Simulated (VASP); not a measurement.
AlN, 4 atoms in the cell. Symmetry: P6_3mc, No. 186, hexagonal system. Conventional cell: a = 3.107 Å, b = 3.107 Å, c = 5.178 Å, α = 90.00°, β = 90.00°, γ = 120.00°. Within 2.5 Å of Al (site symmetry 3m) lie 4 N at 1.91 to 1.95 Å. Within 2.5 Å of N (site symmetry 3m) lie 4 Al at 1.91 to 1.95 Å.  This cell differs from its parent crystal: uniaxial z strain +4.0%.

| Property | Result |
| --- | --- |
| Program | VASP 6.6.1 |
| Task | single point |
| Functional | PBE |
| Potentials or basis | VASP PAW PBE potentials, release 64 (Al, N) |
| Cutoff | 520 eV |
| k mesh | 6 × 6 × 4 |
| Occupations | gaussian, width 0.01 eV |
| Spin | no spin polarisation |
| Dipole correction | no |
| Further INCAR settings | ALGO = Normal; EDIFF = 1e-07; NBANDS = 16 |

Potentials or basis: VASP PAW PBE potentials, release 64 (Al, N).

Run with:

```console
$ cat potpaw_PBE.64/Al/POTCAR potpaw_PBE.64/N/POTCAR > POTCAR
$ mpirun -np 1 vasp_std > vasp.out
```

Hardware: 1 thread of Intel(R) Xeon(R) 6975P-C (Granite Rapids), on a shared host.

**Question.** Estimate the wall time of this run.

**Answer.** Wall time 5.4 s on 1 thread of Intel(R) Xeon(R) 6975P-C (Granite Rapids), on a shared host, peak memory 0.15 GiB. Counts: scf iterations 14, k points 21.
